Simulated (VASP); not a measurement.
# NbTe7 (P-3m1) in VASP: further runs

Runs on NbTe7. Level: PBE. Tasks: single point, relaxation of cell and atoms.

Program: VASP 6.6.1. These are calculated values, not measurements. Logs are shortened: lines on timing, memory, paths and dates and some standing lists are left out, and cuts for length are marked.

## Step 1: The cell of the first run

It takes space group P-3m1 (No. 164, trigonal). The conventional cell has a = 6.545 Å, b = 6.545 Å, c = 8.220 Å, α = 90.00°, β = 90.00°, γ = 120.00°. Within 3.4 Å of Nb (site symmetry -3m) lie 8 Te at 2.60 to 3.27 Å. Te (site symmetry 2/m) has 6 Te at 3.01 to 3.27 Å and 2 Nb at 3.27 Å within 4.0 Å. Within 4.0 Å of Te (site symmetry 3m) lie 6 Te at 3.01 to 3.79 Å. Within 3.4 Å of Te (site symmetry 3m) lie 1 Nb at 2.60 Å and 1 Te at 3.01 Å.

The cell was built from a structure type or drawn by symmetry, and may not be a known phase.

## Step 2: Single point, PBE

Input file INCAR:

```
PREC = Accurate
ENCUT = 520
EDIFF = 1E-6
ISMEAR = 0
SIGMA = 0.2
LREAL = False
LASPH = True
NELM = 80
ALGO = Normal
ISIF = 2
LWAVE = False
LCHARG = False
GGA = PE
NBANDS = 38
```

Input file KPOINTS:

```
regular mesh
0
Gamma
  3 3 2
```

Input file POSCAR:

```
NbTe7
1.0
    6.5454178523      0.0000000031      0.0000000000
   -3.2727089288      5.6684981369      0.0000000000
    0.0000000000      0.0000000000      8.2198792577
Nb Te
1 7
Direct
    0.0000000000      0.0000000000      0.5000000000
    0.5000000000      0.0000000000      0.5000000000
    0.0000000000      0.5000000000      0.5000000000
    0.5000000000      0.5000000000      0.5000000000
    0.3333333333      0.6666666667      0.7854277947
    0.6666666667      0.3333333333      0.2145722053
    0.0000000000      0.0000000000      0.1832316186
    0.0000000000      0.0000000000      0.8167683814
```

Potentials or basis: VASP PAW PBE potentials, release 64 (Nb_sv, Te).

The run is started by

```sh
$ cat potpaw_PBE.64/Nb_sv/POTCAR potpaw_PBE.64/Te/POTCAR > POTCAR
$ mpirun -np 1 vasp_std > vasp.out
```

OUTCAR:

```text
PREC = Accurate
   ENCUT = 520
   EDIFF = 1E-6
   ISMEAR = 0
   LREAL = False
   LASPH = True
   NELM = 80
   ISIF = 2
   GGA = PE

 ion  position               nearest neighbor table
   1  0.000  0.000  0.500-   7 2.60   8 2.60   3 3.27   3 3.27   4 3.27   4 3.27   2 3.27   2 3.27

   2  0.500  0.000  0.500-   5 3.01   6 3.01   4 3.27   4 3.27   3 3.27   3 3.27   1 3.27   1 3.27

   3  0.000  0.500  0.500-   5 3.01   6 3.01   1 3.27   1 3.27   2 3.27   2 3.27   4 3.27   4 3.27

   4  0.500  0.500  0.500-   5 3.01   6 3.01   2 3.27   2 3.27   1 3.27   1 3.27   3 3.27   3 3.27

   5  0.333  0.667  0.785-   2 3.01   3 3.01   4 3.01
   6  0.667  0.333  0.215-   2 3.01   3 3.01   4 3.01
   7  0.000  0.000  0.183-   1 2.60   8 3.01
   8  0.000  0.000  0.817-   1 2.60   7 3.01

  LATTYP: Found a hexagonal cell.
 ALAT       =     6.5454178523
 C/A-ratio  =     1.2558219266

  Lattice vectors:

 A1 = (   6.5454178523,   0.0000000031,   0.0000000000)
 A2 = (  -3.2727089288,   5.6684981369,   0.0000000000)
 A3 = (   0.0000000000,   0.0000000000,   8.2198792577)

Analysis of symmetry for initial positions (statically):
=====================================================================
 Subroutine PRICEL returns:
 Original cell was already a primitive cell.

 Routine SETGRP: Setting up the symmetry group for a
 hexagonal supercell.

 Subroutine GETGRP returns: Found 12 space group operations
 (whereof 12 operations were pure point group operations)
 out of a pool of 24 trial point group operations.

The static configuration has the point symmetry D_3d.

Analysis of symmetry for dynamics (positions and initial velocities):
=====================================================================
 Subroutine PRICEL returns:
 Original cell was already a primitive cell.

 Routine SETGRP: Setting up the symmetry group for a
 hexagonal supercell.

 Subroutine GETGRP returns: Found 12 space group operations
 (whereof 12 operations were pure point group operations)
 out of a pool of 24 trial point group operations.

The dynamic configuration has the point symmetry D_3d.

 Subroutine INISYM returns: Found 12 space group operations
 (whereof 12 operations are pure point group operations),
 and found     1 'primitive' translations

----------------------------------------------------------------------------------------

                                     Primitive cell

  volume of cell :     304.9796

  direct lattice vectors                    reciprocal lattice vectors
     6.545417852  0.000000003  0.000000000     0.152778634  0.088206786  0.000000000
    -3.272708929  5.668498137  0.000000000    -0.000000000  0.176413571  0.000000000
     0.000000000  0.000000000  8.219879258     0.000000000  0.000000000  0.121656288

  length of vectors
     6.545417852  6.545417852  8.219879258     0.176413571  0.176413571  0.121656288

  position of ions in fractional coordinates (direct lattice)
     0.000000000  0.000000000  0.500000000
     0.500000000  0.000000000  0.500000000
     1.000000000  0.500000000  0.500000000
     0.500000000  0.500000000  0.500000000
     0.333333333  0.666666667  0.785427795
     0.666666667  0.333333333  0.214572205
     0.000000000  0.000000000  0.183231619
     0.000000000  0.000000000  0.816768381

  ion indices of the primitive-cell ions
   primitive index   ion index
                 1           1
                 2           2
                 3           3
                 4           4
                 5           5
                 6           6
                 7           7
                 8           8

----------------------------------------------------------------------------------------

 KPOINTS: regular mesh

Automatic generation of k-mesh.
 Grid dimensions read from file:
 generate k-points for:    3    3    2

 Generating k-lattice:

  Cartesian coordinates                     Fractional coordinates (reciprocal lattice)
     0.050926211  0.029402262  0.000000000     0.333333333  0.000000000  0.000000000
    -0.000000000  0.058804524  0.000000000    -0.000000000  0.333333333  0.000000000
     0.000000000  0.000000000  0.060828144     0.000000000  0.000000000  0.500000000

  Length of vectors
     0.058804524  0.058804524  0.060828144

  Shift w.r.t. Gamma in fractional coordinates (k-lattice)
     0.000000000  0.000000000  0.000000000

 Subroutine IBZKPT returns following result:
 ===========================================

 Found      6 irreducible k-points:

 Following reciprocal coordinates:
            Coordinates               Weight
  0.000000  0.000000  0.000000      1.000000
  0.333333  0.000000  0.000000      6.000000
  0.333333  0.333333  0.000000      2.000000
  0.000000  0.000000  0.500000      1.000000
  0.333333  0.000000  0.500000      6.000000
  0.333333  0.333333  0.500000      2.000000
   k-points           NKPTS =      6   k-points in BZ     NKDIM =      6   number of bands    NBANDS=     38
   number of dos      NEDOS =    301   number of ions     NIONS =      8
   total plane-waves  NPLWV = 160000
   dimension x,y,z NGX =    50 NGY =   50 NGZ =   64
   dimension x,y,z NGXF=   100 NGYF=  100 NGZF=  128
   ions per type =               1   7
   NGX,Y,Z   is equivalent  to a cutoff of  12.70, 12.70, 12.94 a.u.
   NGXF,Y,Z  is equivalent  to a cutoff of  25.40, 25.40, 25.89 a.u.
 SYSTEM =  unknown system
   PREC   = accura    normal or accurate (medium, high low for compatibility)
   ISTART =      0    job   : 0-new  1-cont  2-samecut
   ICHARG =      2    charge: 1-file 2-atom 10-const
   ISPIN  =      1    spin polarized calculation?
   LNONCOLLINEAR =      F non collinear calculations
   LSORBIT =      F    spin-orbit coupling
   LASPH  =      T    aspherical Exc in radial PAW
   ENCUT  =  520.0 eV  38.22 Ry    6.18 a.u.  12.17 12.17 15.28*2*pi/ulx,y,z
   NELM   =     80;   NELMIN=  2; NELMDL= -5     # of ELM steps
   EDIFF  = 0.1E-05   stopping-criterion for ELM
   LREAL  =      F    real-space projection
   EDIFFG = 0.1E-04   stopping-criterion for IOM
   NSW    =      0    number of steps for IOM
   IBRION =     -1    ionic relax: 0-MD 1-quasi-New 2-CG
   NFREE  =      0    steps in history (QN), initial steepest desc. (CG)
   ISIF   =      2    stress and relaxation
   ISYM   =      2    0-nonsym 1-usesym 2-fastsym
   POTIM  = 0.5000    time-step for ionic-motion
   TEBEG  =    0.0;   TEEND  =   0.0 temperature during run
   PSTRESS=    0.0 pullay stress
   NELECT =      55.0000    total number of electrons
   NUPDOWN=      -1.0000    fix difference up-down
   EMIN   =  10.00;   EMAX   =-10.00  energy-range for DOS
   EFERMI =   0.00;   METHOD = LEGACY
   ISMEAR =     0;   SIGMA  =   0.20  broadening in eV -4-tet -1-fermi 0-gaus
   EFERMI_NEDOS =   21; number of points for ismear=-14 and -15
   IALGO  =     38    algorithm
   IMIX   =      4    mixing-type and parameters
     AMIX     =   0.40;   BMIX     =  1.00
     AMIX_MAG =   1.60;   BMIX_MAG =  1.00
  volume/ion in A,a.u.               =      38.12       257.26
  Fermi-wavevector in a.u.,A,eV,Ry     =   0.924923  1.747851 11.639540  0.855482
  Thomas-Fermi vector in A             =   2.050721
   LORBIT       =      0    0 simple, 1 ext, 2 COOP (PROOUT), +10 PAW based schemes
   GGA     = PE    functional components
   LHFCALC =     F    Hartree Fock is set to
   AEXX    =    0.0000 exact exchange contribution
   IVDW    =     0    specifies the selected vdW correction
   LEPSILON=     F    determine dielectric tensor
   LRPA    =     F    only Hartree local field effects (RPA)
 non-spin polarized calculation
 Gauss-broadening in eV      SIGMA  =   0.20
  energy-cutoff  :      520.00
  volume of cell :      304.98
 maximum number of plane-waves:      8243
 NGX is ok and might be reduce to    50
   NGX = 25   NGY = 25   NGZ = 31

 number of electron      54.9999999 magnetization

 Free energy of the ion-electron system (eV)
  ---------------------------------------------------
  ext. energy  EPLUGINS =         0.00000000
  ---------------------------------------------------
  free energy    TOTEN  =       -29.71345126 eV

  energy without entropy =      -29.56320360  energy(sigma->0) =      -29.63832743

 E-fermi :   4.3994     XC(G=0):  -8.3003

 val. band max:        4.3981741246   @ k =   0.3333   0.0000   0.5000
 cond. band min:       4.4446751800   @ k =   0.0000   0.0000   0.0000
 fundamental gap:      0.0465010554
 Fermi energy:         4.3994229814

 k-point     1 :       0.0000    0.0000    0.0000
  band No.  band energies     occupation
      1     -51.2689      2.00000
      2     -27.3501      2.00000
      3     -27.3501      2.00000
      4     -27.3142      2.00000
      5      -9.0549      2.00000
      6      -7.0046      2.00000
[... 30 lines left out ...]
     37       6.8249      0.00000
     38       8.3831      0.00000

 k-point     2 :       0.3333    0.0000    0.0000
  band No.  band energies     occupation
      1     -51.2689      2.00000
      2     -27.3501      2.00000
      3     -27.3500      2.00000
      4     -27.3142      2.00000
      5      -8.6960      2.00000
      6      -7.5395      2.00000
[... 30 lines left out ...]
     37       6.8767      0.00000
     38       8.7261      0.00000

 k-point     3 :       0.3333    0.3333    0.0000
  band No.  band energies     occupation
      1     -51.2689      2.00000
      2     -27.3500      2.00000
      3     -27.3500      2.00000
      4     -27.3141      2.00000
      5      -8.1523      2.00000
      6      -8.1523      2.00000
[... 30 lines left out ...]
     37       7.0392      0.00000
     38       9.2828      0.00000

 k-point     4 :       0.0000    0.0000    0.5000
  band No.  band energies     occupation
      1     -51.2689      2.00000
      2     -27.3501      2.00000
      3     -27.3501      2.00000
      4     -27.3142      2.00000
      5      -9.0373      2.00000
      6      -7.1503      2.00000
[... 30 lines left out ...]
     37       6.5011      0.00000
     38       8.1743      0.00000

 k-point     5 :       0.3333    0.0000    0.5000
  band No.  band energies     occupation
      1     -51.2689      2.00000
      2     -27.3500      2.00000
      3     -27.3500      2.00000
      4     -27.3142      2.00000
      5      -8.6834      2.00000
      6      -7.5422      2.00000
[... 30 lines left out ...]
     37       6.8744      0.00000
     38       8.7165      0.00000

 k-point     6 :       0.3333    0.3333    0.5000
  band No.  band energies     occupation
      1     -51.2689      2.00000
      2     -27.3500      2.00000
      3     -27.3500      2.00000
      4     -27.3142      2.00000
      5      -8.1500      2.00000
      6      -8.1500      2.00000
[... 30 lines left out ...]
     37       7.7445      0.00000
     38       9.1101      0.00000

------------------------ aborting loop because EDIFF is reached ----------------------------------------

  FORCE on cell =-STRESS in cart. coord.  units (eV):
  Direction    XX          YY          ZZ          XY          YZ          ZX
  --------------------------------------------------------------------------------------
  -------------------------------------------------------------------------------------
  Total       -0.3700738     -0.3700738     -0.4906095     -0.0000000      0.0000000     -0.0000000
  in kB       -1.9441427     -1.9441427     -2.5773639     -0.0000000      0.0000000     -0.0000000
  external PRESSURE =      -2.1552164 kB  Pullay stress =       0.0000000 kB

 VOLUME and BASIS-vectors are now :
 -----------------------------------------------------------------------------
  energy-cutoff  :      520.00
  volume of cell :      304.98
      direct lattice vectors                 reciprocal lattice vectors
     6.545417852  0.000000003  0.000000000     0.152778634  0.088206786  0.000000000
    -3.272708929  5.668498137  0.000000000    -0.000000000  0.176413571  0.000000000
     0.000000000  0.000000000  8.219879258     0.000000000  0.000000000  0.121656288

 POSITION                                       TOTAL-FORCE (eV/Angst)
 -----------------------------------------------------------------------------------
      0.00000      0.00000      4.10994         0.000000     -0.000000     -0.000000
      3.27271      0.00000      4.10994         0.000000     -0.000000     -0.000000
     -1.63635      2.83425      4.10994         0.000000     -0.000000     -0.000000
      1.63635      2.83425      4.10994         0.000000     -0.000000     -0.000000
     -0.00000      3.77900      6.45612        -0.000000     -0.000000     -0.031347
      3.27271      1.88950      1.76376        -0.000000      0.000000      0.031347
      0.00000      0.00000      1.50614         0.000000     -0.000000      0.043298
      0.00000      0.00000      6.71374         0.000000     -0.000000     -0.043298
 -----------------------------------------------------------------------------------
    total drift:                               -0.000000      0.000000     -0.000000

  FREE ENERGIE OF THE ION-ELECTRON SYSTEM (eV)
  ---------------------------------------------------
  free  energy   TOTEN  =       -29.7134512634 eV

  energy  without entropy=      -29.5632036005  energy(sigma->0) =      -29.63832743
```

Run time: 1.8 min. Hardware: 1 thread of AMD EPYC 7R13 (Zen 3), shared host; peak memory 0.38 GiB.

What came out:

```
Free energy            : -29.7135 eV
Pressure               : -0.2 GPa
Largest force          : 0.043 eV/Å
Band gap on the k mesh : zero (an odd number of electrons rules out a gap without spin polarisation)
```

Forces in eV/Å, atoms in the order of the input:
```
Nb   0.000  0.000  0.000
Te   0.000  0.000  0.000
Te   0.000  0.000  0.000
Te   0.000  0.000  0.000
Te   0.000  0.000 -0.031
Te   0.000  0.000  0.031
Te   0.000  0.000  0.043
Te   0.000  0.000 -0.043
```

Caveat: the k points lie up to 0.38 Å⁻¹ apart, too coarse for converged energies and pressures of a metal; spin-orbit coupling is left out, which moves the levels of the heavy elements.

## Step 3: Relaxation of cell and atoms, PBE

This run uses another cell than the first one, of 31.37 Å³/atom.

Input file INCAR:

```
PREC = Accurate
ENCUT = 600
EDIFF = 1E-6
ISMEAR = 0
SIGMA = 0.2
LREAL = F
LASPH = T
NELM = 100
ALGO = Normal
ISIF = 3
LWAVE = F
LCHARG = F
GGA = PE
IBRION = 2
NSW = 36
EDIFFG = -0.08
```

KPOINTS is that of step 2.

Input file POSCAR:

```
NbTe7
1.0
    6.1680771100      0.0000000000      0.0000000000
   -3.0840385600      5.3417114700      0.0000000000
    0.0000000000      0.0000000000      7.6160567700
Nb Te
1 7
Direct
    0.0000000000      0.0000000000      0.5000000000
    0.5000000000      0.0000000000      0.5000000000
    0.0000000000      0.5000000000      0.5000000000
    0.5000000000      0.5000000000      0.5000000000
    0.3333333300      0.6666666700      0.8529966800
    0.6666666700      0.3333333300      0.1470033200
    0.0000000000      0.0000000000      0.1738609200
    0.0000000000      0.0000000000      0.8261390800
```

Potentials or basis: VASP PAW PBE potentials, release 64 (Nb_sv, Te).

The run is started by

```sh
$ cat potpaw_PBE.64/Nb_sv/POTCAR potpaw_PBE.64/Te/POTCAR > POTCAR
$ mpirun -np 1 vasp_std > vasp.out
```

It took 14 min on 1 thread of AMD EPYC 7R13 (Zen 3), shared host; peak memory 0.42 GiB.

Results (log left out):

- Free energy: -29.7100 eV
- Relaxed volume: 37.65 Å³/atom
- Relaxed cell: a = 6.519 Å, b = 6.519 Å, c = 8.184 Å, α = 90.00°, β = 90.00°, γ = 120.00°
- Space group after relaxing (to 0.1 Å): P-3m1 (No. 164)
- Energy gained by relaxing: 165.0 meV/atom
- Ionic steps: 13
- Pressure after relaxing: 0.1 GPa
- Largest force after relaxing: 0.028 eV/Å
- Band gap on the k mesh: zero (an odd number of electrons rules out a gap without spin polarisation)

Forces in eV/Å, atoms in the order of the input:
```
Nb   0.000  0.000  0.000
Te   0.000  0.000  0.000
Te   0.000  0.000  0.000
Te   0.000  0.000  0.000
Te   0.000  0.000 -0.028
Te   0.000  0.000  0.028
Te   0.000  0.000  0.021
Te   0.000  0.000 -0.021
```

The path:
```csv
step,energy change (eV),largest force (eV/Å),pressure (GPa),volume (Å³)
1,0.0000,0.9120,5.50,250.93
2,-0.4059,1.4104,-2.20,292.05
3,-0.4902,1.2976,-0.35,278.64
4,-0.6853,1.2847,-0.24,282.31
5,-0.8142,1.1480,0.24,287.21
6,-0.9316,0.9912,0.08,289.74
7,-1.1945,0.6061,-0.16,297.39
8,-1.1790,0.8827,0.24,313.08
9,-1.2934,0.1040,-0.11,304.27
10,-1.2944,0.1495,-0.08,305.07
11,-1.3125,0.1580,-0.23,304.37
12,-1.3161,0.1686,-0.32,303.88
13,-1.3198,0.0284,0.10,301.19
```

Final structure:
```yaml
crystal:
  lattice:
    - [6.51889, 0.00000, 0.00000]
    - [-3.25944, 5.64552, 0.00000]
    - [0.00000, 0.00000, 8.18396]
  atoms:
    - { symbol: Nb, position: [0.00000, 0.00000, 0.50000] }
    - { symbol: Te, position: [0.50000, 0.00000, 0.50000] }
    - { symbol: Te, position: [0.00000, 0.50000, 0.50000] }
    - { symbol: Te, position: [0.50000, 0.50000, 0.50000] }
    - { symbol: Te, position: [0.33333, 0.66667, 0.78755] }
    - { symbol: Te, position: [0.66667, 0.33333, 0.21245] }
    - { symbol: Te, position: [0.00000, 0.00000, 0.18266] }
    - { symbol: Te, position: [0.00000, 0.00000, 0.81734] }
```

Levels at points of the mesh, in eV from the Fermi level:
```csv
k point,band 24,band 25,band 26,band 27,band 28,band 29,band 30,band 31
"(0.00, 0.00, 0.00)",-0.80,-0.80,0.05,0.05,0.16,0.72,0.73,1.40
"(0.00, 0.00, 0.50)",-0.85,-0.59,-0.59,0.05,0.05,0.29,0.56,0.56
```

Caveat: the k points lie up to 0.38 Å⁻¹ apart in the final cell, too coarse for converged energies and pressures of a metal; the volume moved by over 15 % at a fixed basis, so the end points are rough; spin-orbit coupling is left out, which moves the levels of the heavy elements.
